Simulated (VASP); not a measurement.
# CdTe (Pm-3m) in VASP: single point with PBE

Aim: the single point of CdTe with PBE.

Everything below comes from runs of VASP 6.6.1. Logs are shortened: lines on timing, memory, paths and dates and some standing lists are left out, and cuts for length are marked.

## 1. The cell of the first run

It takes space group Pm-3m (No. 221, cubic). Conventional cell: a = 3.761 Å, b = 3.761 Å, c = 3.761 Å, α = 90.00°, β = 90.00°, γ = 90.00°. Cd (site symmetry m-3m) has 8 Te at 3.26 Å and 6 Cd at 3.76 Å within 4.3 Å. Te (site symmetry m-3m) has 8 Cd at 3.26 Å and 6 Te at 3.76 Å within 4.3 Å.

## 2. Single point, PBE

The input, INCAR:

```
SYSTEM = CdTe
  ALGO = Normal
  EDIFF = 1E-6
  ENCUT = 520
  GGA = PE
  ISIF = 2
  ISMEAR = -1
  LASPH = .True.
  LCHARG = .False.
  LREAL = .False.
  LWAVE = .False.
  NBANDS = 16
  NELM = 60
  PREC = Accurate
  SIGMA = 0.02
```

The input, KPOINTS:

```
k-points
0
Gamma
  6 6 6
  0 0 0
```

The input, POSCAR:

```
CdTe
1.0
    3.7610754505      0.0000000000      0.0000000000
    0.0000000000      3.7610754505      0.0000000000
    0.0000000000      0.0000000000      3.7610754505
Cd Te
1 1
Direct
    0.0000000000      0.0000000000      0.0000000000
    0.5000000000      0.5000000000      0.5000000000
```

Potentials or basis: VASP PAW PBE potentials, release 64 (Cd, Te).

Launch:

```sh
> cat potpaw_PBE.64/Cd/POTCAR potpaw_PBE.64/Te/POTCAR > POTCAR
> mpirun -np 1 vasp_std > vasp.out
```

OUTCAR:

```text
SYSTEM = CdTe
   EDIFF = 1E-6
   ENCUT = 520
   GGA = PE
   ISIF = 2
   ISMEAR = -1
   LASPH = .True.
   LREAL = .False.
   NELM = 60
   PREC = Accurate

 ion  position               nearest neighbor table
   1  0.000  0.000  0.000-   2 3.26   2 3.26   2 3.26   2 3.26   2 3.26   2 3.26   2 3.26   2 3.26

   2  0.500  0.500  0.500-   1 3.26   1 3.26   1 3.26   1 3.26   1 3.26   1 3.26   1 3.26   1 3.26

  LATTYP: Found a simple cubic cell.
 ALAT       =     3.7610754505

  Lattice vectors:

 A1 = (   3.7610754505,   0.0000000000,   0.0000000000)
 A2 = (   0.0000000000,   3.7610754505,   0.0000000000)
 A3 = (   0.0000000000,   0.0000000000,   3.7610754505)

Analysis of symmetry for initial positions (statically):
=====================================================================
 Subroutine PRICEL returns:
 Original cell was already a primitive cell.

 Routine SETGRP: Setting up the symmetry group for a
 simple cubic supercell.

 Subroutine GETGRP returns: Found 48 space group operations
 (whereof 48 operations were pure point group operations)
 out of a pool of 48 trial point group operations.

The static configuration has the point symmetry O_h .

Analysis of symmetry for dynamics (positions and initial velocities):
=====================================================================
 Subroutine PRICEL returns:
 Original cell was already a primitive cell.

 Routine SETGRP: Setting up the symmetry group for a
 simple cubic supercell.

 Subroutine GETGRP returns: Found 48 space group operations
 (whereof 48 operations were pure point group operations)
 out of a pool of 48 trial point group operations.

The dynamic configuration has the point symmetry O_h .

 Subroutine INISYM returns: Found 48 space group operations
 (whereof 48 operations are pure point group operations),
 and found     1 'primitive' translations

----------------------------------------------------------------------------------------

                                     Primitive cell

  volume of cell :      53.2030

  direct lattice vectors                    reciprocal lattice vectors
     3.761075450  0.000000000  0.000000000     0.265881398  0.000000000  0.000000000
     0.000000000  3.761075450  0.000000000     0.000000000  0.265881398  0.000000000
     0.000000000  0.000000000  3.761075450     0.000000000  0.000000000  0.265881398

  length of vectors
     3.761075450  3.761075450  3.761075450     0.265881398  0.265881398  0.265881398

  position of ions in fractional coordinates (direct lattice)
     0.000000000  0.000000000  0.000000000
     0.500000000  0.500000000  0.500000000

  ion indices of the primitive-cell ions
   primitive index   ion index
                 1           1
                 2           2

----------------------------------------------------------------------------------------

 KPOINTS: k-points

Automatic generation of k-mesh.
 Grid dimensions read from file:
 generate k-points for:    6    6    6

 Generating k-lattice:

  Cartesian coordinates                     Fractional coordinates (reciprocal lattice)
     0.044313566  0.000000000  0.000000000     0.166666667  0.000000000  0.000000000
     0.000000000  0.044313566  0.000000000     0.000000000  0.166666667  0.000000000
     0.000000000  0.000000000  0.044313566     0.000000000  0.000000000  0.166666667

  Length of vectors
     0.044313566  0.044313566  0.044313566

  Shift w.r.t. Gamma in fractional coordinates (k-lattice)
     0.000000000  0.000000000  0.000000000

 Subroutine IBZKPT returns following result:
 ===========================================

 Found     20 irreducible k-points:

 Following reciprocal coordinates:
            Coordinates               Weight
  0.000000  0.000000  0.000000      1.000000
  0.166667  0.000000  0.000000      6.000000
  0.333333  0.000000  0.000000      6.000000
  0.500000  0.000000  0.000000      3.000000
  0.166667  0.166667  0.000000     12.000000
  0.333333  0.166667  0.000000     24.000000
[... 12 lines left out ...]
  0.500000  0.500000  0.333333      6.000000
  0.500000  0.500000  0.500000      1.000000
   k-points           NKPTS =     20   k-points in BZ     NKDIM =     20   number of bands    NBANDS=     16
   number of dos      NEDOS =    301   number of ions     NIONS =      2
   total plane-waves  NPLWV =  21952
   dimension x,y,z NGX =    28 NGY =   28 NGZ =   28
   dimension x,y,z NGXF=    56 NGYF=   56 NGZF=   56
   ions per type =               1   1
   NGX,Y,Z   is equivalent  to a cutoff of  12.38, 12.38, 12.38 a.u.
   NGXF,Y,Z  is equivalent  to a cutoff of  24.75, 24.75, 24.75 a.u.
 SYSTEM =  CdTe
   PREC   = accura    normal or accurate (medium, high low for compatibility)
   ISTART =      0    job   : 0-new  1-cont  2-samecut
   ICHARG =      2    charge: 1-file 2-atom 10-const
   ISPIN  =      1    spin polarized calculation?
   LNONCOLLINEAR =      F non collinear calculations
   LSORBIT =      F    spin-orbit coupling
   LASPH  =      T    aspherical Exc in radial PAW
   ENCUT  =  520.0 eV  38.22 Ry    6.18 a.u.   6.99  6.99  6.99*2*pi/ulx,y,z
   NELM   =     60;   NELMIN=  2; NELMDL= -5     # of ELM steps
   EDIFF  = 0.1E-05   stopping-criterion for ELM
   LREAL  =      F    real-space projection
   EDIFFG = 0.1E-04   stopping-criterion for IOM
   NSW    =      0    number of steps for IOM
   IBRION =     -1    ionic relax: 0-MD 1-quasi-New 2-CG
   NFREE  =      0    steps in history (QN), initial steepest desc. (CG)
   ISIF   =      2    stress and relaxation
   ISYM   =      2    0-nonsym 1-usesym 2-fastsym
   POTIM  = 0.5000    time-step for ionic-motion
   TEBEG  =    0.0;   TEEND  =   0.0 temperature during run
   PSTRESS=    0.0 pullay stress
   NELECT =      18.0000    total number of electrons
   NUPDOWN=      -1.0000    fix difference up-down
   EMIN   =  10.00;   EMAX   =-10.00  energy-range for DOS
   EFERMI =   0.00;   METHOD = LEGACY
   ISMEAR =    -1;   SIGMA  =   0.02  broadening in eV -4-tet -1-fermi 0-gaus
   EFERMI_NEDOS =   21; number of points for ismear=-14 and -15
   IALGO  =     38    algorithm
   IMIX   =      4    mixing-type and parameters
     AMIX     =   0.40;   BMIX     =  1.00
     AMIX_MAG =   1.60;   BMIX_MAG =  1.00
  volume/ion in A,a.u.               =      26.60       179.52
  Fermi-wavevector in a.u.,A,eV,Ry     =   1.140741  2.155687 17.705118  1.301289
  Thomas-Fermi vector in A             =   2.277442
   LORBIT       =      0    0 simple, 1 ext, 2 COOP (PROOUT), +10 PAW based schemes
   GGA     = PE    functional components
   LHFCALC =     F    Hartree Fock is set to
   AEXX    =    0.0000 exact exchange contribution
   IVDW    =     0    specifies the selected vdW correction
   LEPSILON=     F    determine dielectric tensor
   LRPA    =     F    only Hartree local field effects (RPA)
 non-spin polarized calculation
  energy-cutoff  :      520.00
  volume of cell :       53.20
 maximum number of plane-waves:      1472
 NGX is ok and might be reduce to    28
   NGX = 13   NGY = 13   NGZ = 13

 number of electron      17.9999993 magnetization

 Free energy of the ion-electron system (eV)
  ---------------------------------------------------
  ext. energy  EPLUGINS =         0.00000000
  ---------------------------------------------------
  free energy    TOTEN  =        -3.77607810 eV

  energy without entropy =       -3.77375072  energy(sigma->0) =       -3.77491441

 E-fermi :   4.9780     XC(G=0): -10.1728

 val. band max:        4.8602593841   @ k =   0.3333   0.0000   0.0000
 cond. band min:       5.0045236167   @ k =   0.3333   0.1667   0.0000
 fundamental gap:      0.1442642326
 Fermi energy:         4.9779966657

 k-point     1 :       0.0000    0.0000    0.0000
  band No.  band energies     occupation
      1      -7.3814      2.00000
      2      -3.6085      2.00000
      3      -3.6085      2.00000
      4      -3.3365      2.00000
      5      -3.3365      2.00000
      6      -3.3365      2.00000
[... 8 lines left out ...]
     15      14.4555      0.00000
     16      17.7268      0.00000

 k-point     2 :       0.1667    0.0000    0.0000
  band No.  band energies     occupation
      1      -7.1806      2.00000
      2      -3.6010      2.00000
      3      -3.5647      2.00000
      4      -3.3754      2.00000
      5      -3.3754      2.00000
      6      -3.3343      2.00000
[... 8 lines left out ...]
     15      13.2865      0.00000
     16      16.4126      0.00000

 k-point     3 :       0.3333    0.0000    0.0000
  band No.  band energies     occupation
      1      -6.6905      2.00000
      2      -3.5859      2.00000
      3      -3.5014      2.00000
      4      -3.4505      2.00000
      5      -3.4505      2.00000
      6      -3.3300      2.00000
[... 8 lines left out ...]
     15      14.4791      0.00000
     16      15.3218      0.00000

 k-point     4 :       0.5000    0.0000    0.0000
  band No.  band energies     occupation
      1      -6.3718      2.00000
      2      -3.5784      2.00000
      3      -3.5034      2.00000
      4      -3.4867      2.00000
      5      -3.4867      2.00000
      6      -3.3278      2.00000
[... 8 lines left out ...]
     15      13.6375      0.00000
     16      18.0558      0.00000

 k-point     5 :       0.1667    0.1667    0.0000
  band No.  band energies     occupation
      1      -6.9932      2.00000
      2      -3.5783      2.00000
      3      -3.5309      2.00000
      4      -3.3996      2.00000
      5      -3.3807      2.00000
      6      -3.3585      2.00000
[... 8 lines left out ...]
     15      13.9459      0.00000
     16      15.7842      0.00000

 k-point     6 :       0.3333    0.1667    0.0000
  band No.  band energies     occupation
      1      -6.5465      2.00000
      2      -3.5597      2.00000
      3      -3.4643      2.00000
      4      -3.4394      2.00000
      5      -3.4087      2.00000
      6      -3.3566      2.00000
[... 8 lines left out ...]
     15      15.4137      0.00000
     16      15.7816      0.00000

 k-point     7 :       0.5000    0.1667    0.0000
  band No.  band energies     occupation
      1      -6.2684      2.00000
      2      -3.5476      2.00000
      3      -3.4712      2.00000
      4      -3.4323      2.00000
      5      -3.4056      2.00000
      6      -3.3523      2.00000
[... 8 lines left out ...]
     15      15.4219      0.00000
     16      16.2648      0.00000

 k-point     8 :       0.3333    0.3333    0.0000
  band No.  band energies     occupation
      1      -6.2296      2.00000
      2      -3.5262      2.00000
      3      -3.4237      2.00000
      4      -3.4025      2.00000
      5      -3.3349      2.00000
      6      -3.2900      2.00000
[... 8 lines left out ...]
     15      14.5141      0.00000
     16      16.2140      0.00000

 k-point     9 :       0.5000    0.3333    0.0000
  band No.  band energies     occupation
      1      -6.0548      2.00000
      2      -3.5069      2.00000
      3      -3.4401      2.00000
      4      -3.4006      2.00000
      5      -3.2794      2.00000
      6      -3.1482      2.00000
[... 8 lines left out ...]
     15      14.6799      0.00000
     16      15.7782      0.00000
[... 96 lines left out ...]
 k-point    15 :       0.5000    0.3333    0.1667
  band No.  band energies     occupation
      1      -5.8922      2.00000
      2      -3.5434      2.00000
      3      -3.4816      2.00000
      4      -3.4314      2.00000
      5      -3.2677      2.00000
      6      -3.1330      2.00000
[... 8 lines left out ...]
     15      16.0283      0.00000
     16      16.1239      0.00000

 k-point    16 :       0.5000    0.5000    0.1667
  band No.  band energies     occupation
      1      -5.7565      2.00000
      2      -3.5101      2.00000
      3      -3.5101      2.00000
      4      -3.4174      2.00000
      5      -3.2046      2.00000
      6      -3.0457      2.00000
[... 8 lines left out ...]
     15      16.5659      0.00000
     16      16.5659      0.00000

 k-point    17 :       0.3333    0.3333    0.3333
  band No.  band energies     occupation
      1      -5.7171      2.00000
      2      -3.6059      2.00000
      3      -3.6059      2.00000
      4      -3.3099      2.00000
      5      -3.3099      2.00000
      6      -3.1939      2.00000
[... 8 lines left out ...]
     15      16.5569      0.00000
     16      16.5569      0.00000

 k-point    18 :       0.5000    0.3333    0.3333
  band No.  band energies     occupation
      1      -5.5045      2.00000
      2      -3.6628      2.00000
      3      -3.6050      2.00000
      4      -3.3057      2.00000
      5      -3.2435      2.00000
      6      -3.2410      2.00000
[... 8 lines left out ...]
     15      17.1125      0.00000
     16      19.0203      0.00000

 k-point    19 :       0.5000    0.5000    0.3333
  band No.  band energies     occupation
      1      -5.2617      2.00000
      2      -3.6610      2.00000
      3      -3.6610      2.00000
      4      -3.4012      2.00000
      5      -3.2729      2.00000
      6      -3.2016      2.00000
[... 8 lines left out ...]
     15      19.9726      0.00000
     16      19.9726      0.00000

 k-point    20 :       0.5000    0.5000    0.5000
  band No.  band energies     occupation
      1      -4.8686      2.00000
      2      -3.7286      2.00000
      3      -3.7286      2.00000
      4      -3.7286      2.00000
      5      -3.2001      2.00000
      6      -3.2001      2.00000
[... 8 lines left out ...]
     15      21.2529      0.00000
     16      21.2536      0.00000

------------------------ aborting loop because EDIFF is reached ----------------------------------------

  FORCE on cell =-STRESS in cart. coord.  units (eV):
  Direction    XX          YY          ZZ          XY          YZ          ZX
  --------------------------------------------------------------------------------------
  -------------------------------------------------------------------------------------
  Total        0.2543026      0.2543026      0.2543026     -0.0000000     -0.0000000      0.0000000
  in kB        7.6581735      7.6581735      7.6581735     -0.0000000     -0.0000000      0.0000000
  external PRESSURE =       7.6581735 kB  Pullay stress =       0.0000000 kB

 VOLUME and BASIS-vectors are now :
 -----------------------------------------------------------------------------
  energy-cutoff  :      520.00
  volume of cell :       53.20
      direct lattice vectors                 reciprocal lattice vectors
     3.761075450  0.000000000  0.000000000     0.265881398  0.000000000  0.000000000
     0.000000000  3.761075450  0.000000000     0.000000000  0.265881398  0.000000000
     0.000000000  0.000000000  3.761075450     0.000000000  0.000000000  0.265881398

 POSITION                                       TOTAL-FORCE (eV/Angst)
 -----------------------------------------------------------------------------------
      0.00000      0.00000      0.00000         0.000000      0.000000      0.000000
      1.88054      1.88054      1.88054         0.000000      0.000000      0.000000
 -----------------------------------------------------------------------------------
    total drift:                               -0.000000      0.000000     -0.000000

  FREE ENERGIE OF THE ION-ELECTRON SYSTEM (eV)
  ---------------------------------------------------
  free  energy   TOTEN  =        -3.7760781022 eV

  energy  without entropy=       -3.7737507234  energy(sigma->0) =       -3.77491441
```

Wall time 9.6 s (1 thread of AMD EPYC 7R13 (Zen 3), shared host); peak memory 0.13 GiB.

Results:

```
Free energy            : -3.7761 eV
Pressure               : 0.8 GPa
Band gap on the k mesh : zero (band 9 reaches 5.36 eV, above the bottom of band 10 at 3.93 eV)
```

Caveat: spin-orbit coupling is left out, which moves the levels of the heavy elements.
